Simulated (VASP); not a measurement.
Write the native input for VASP 6.6.1 that does the following.

```yaml
Task: single point
Functional: PBEsol
Potentials_or_basis: VASP PAW PBE potentials, release 64 (Si, Ta_pv)
Cutoff: 400 eV
k_mesh: 7 × 7 × 1
Occupations: gaussian, width 0.1 eV
Spin: no spin polarisation
Dipole_correction: yes
Further_INCAR_settings: ALGO = Normal; EDIFF = 1e-06; NBANDS = 93; NELMDL = -8
```

The structure of Ta2Si lies in POSCAR:

```
Ta2Si
1.0
    5.0179442176      0.0000000000      0.0000000000
    1.2654370604      4.8557628873      0.0000000000
    0.0000000000      0.0000000000     26.3456033429
Si Ta
6 12
Direct
    0.6979085772      0.6979085772      0.2846774812
    0.4965142953      0.4965142953      0.3585935904
    0.2951200134      0.2951200134      0.4325096995
    0.0937257315      0.0937257315      0.5064258087
    0.8923314496      0.8923314496      0.5803419178
    0.6909371677      0.6909371677      0.6542580270
    0.8367602460      0.1628926344      0.2975290985
    0.3576626264      0.0315302380      0.3457419730
    0.9614983525      0.6353659641      0.3714452077
    0.8301359561      0.1562683445      0.4196580822
    0.4339716822      0.7601040706      0.4453613169
    0.9548740627      0.6287416743      0.4935741913
    0.5587097887      0.2325774003      0.5192774260
    0.4273473924      0.7534797808      0.5674903005
    0.0311831184      0.3573155068      0.5931935352
    0.5520854989      0.2259531105      0.6414064096
    0.1559212249      0.8297888365      0.6671096444
    0.0245588286      0.3506912170      0.7153225188
```

One way to write it, as run:

INCAR

```
SYSTEM = Ta2Si
PREC = Accurate ; ENCUT = 400
EDIFF = 1E-6 ; ISMEAR = 0
SIGMA = 0.1 ; LREAL = .FALSE.
LASPH = .TRUE. ; NELM = 120
ALGO = Normal ; ISIF = 2
LWAVE = .FALSE. ; LCHARG = .FALSE.
LDIPOL = .TRUE. ; IDIPOL = 3
DIPOL = 0.5 0.5 0.494 ; GGA = PS
NBANDS = 93 ; GGA_COMPAT = .FALSE.
NELMDL = -8
```

KPOINTS

```
Automatic mesh
0
G
  7 7 1
  0 0 0
```

Potentials or basis: VASP PAW PBE potentials, release 64 (Si, Ta_pv).

Command:

```bash
$ cat potpaw_PBE.64/Si/POTCAR potpaw_PBE.64/Ta_pv/POTCAR > POTCAR
$ mpirun -np 1 vasp_std > vasp.out
```

It gave:

```yaml
Largest_force: 3.106 eV/Å
Band_gap_on_the_k_mesh: zero (bands 78 and 79 overlap by 0.11 eV)
```

Caveat: the PAW data sets were made with another functional, which shifts forces and pressure a little; spin-orbit coupling is left out, which moves the levels of the heavy elements.

Wall time 41 min on 1 thread of AMD EPYC 9R45 96-Core Processor (Zen 5), with other jobs on the host, peak memory 0.91 GiB.
